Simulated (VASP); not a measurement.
Here is a VASP 6.6.1 calculation.

File INCAR:

```
SYSTEM = Al
PREC     = Accurate       ! precision mode
ENCUT    = 520            ! plane-wave cutoff, eV
EDIFF    = 1E-7           ! SCF threshold, eV
ISMEAR   = 0              ! smearing method
SIGMA    = 0.1            ! smearing width, eV
LREAL    = .False.        ! projectors in reciprocal space
LASPH    = .True.         ! aspherical terms in the spheres
NELM     = 80             ! most SCF steps
ALGO     = Normal         ! electronic algorithm
ISIF     = 2              ! what is computed and relaxed
LWAVE    = .False.        ! write WAVECAR
LCHARG   = .False.        ! write CHGCAR
GGA      = PE             ! functional
NBANDS   = 22             ! bands
```

Contents of KPOINTS:

```
regular mesh
0
Gamma
  4 4 4
  0 0 0
```

The input POSCAR:

```
Al
1.0
   -3.2343108200      3.2343108200      3.2343108200
    3.2343108200     -3.2343108200      3.2343108200
    3.2343108200      3.2343108200     -3.2343108200
Al
8
Direct
    0.2500000000      0.2500000000      0.2500000000
    0.5000000000      0.0000000000      0.2500000000
    0.0000000000      0.2500000000      0.5000000000
    0.2500000000      0.5000000000      0.0000000000
    0.7500000000      0.7500000000      0.7500000000
    0.5000000000      0.0000000000      0.7500000000
    0.0000000000      0.7500000000      0.5000000000
    0.7500000000      0.5000000000      0.0000000000
```

Potentials or basis: VASP PAW PBE potentials, release 64 (Al).

Command:

```console
$ cat potpaw_PBE.64/Al/POTCAR > POTCAR
$ mpirun -np 1 vasp_std > vasp.out
```

Question: Predict the pressure.

Answer: 29.5 GPa.

Question: What does it give for the band gap on the k mesh?

Answer: Zero (bands 12 and 13 overlap by 3.31 eV).

Caveat: the cell stands under pressure.
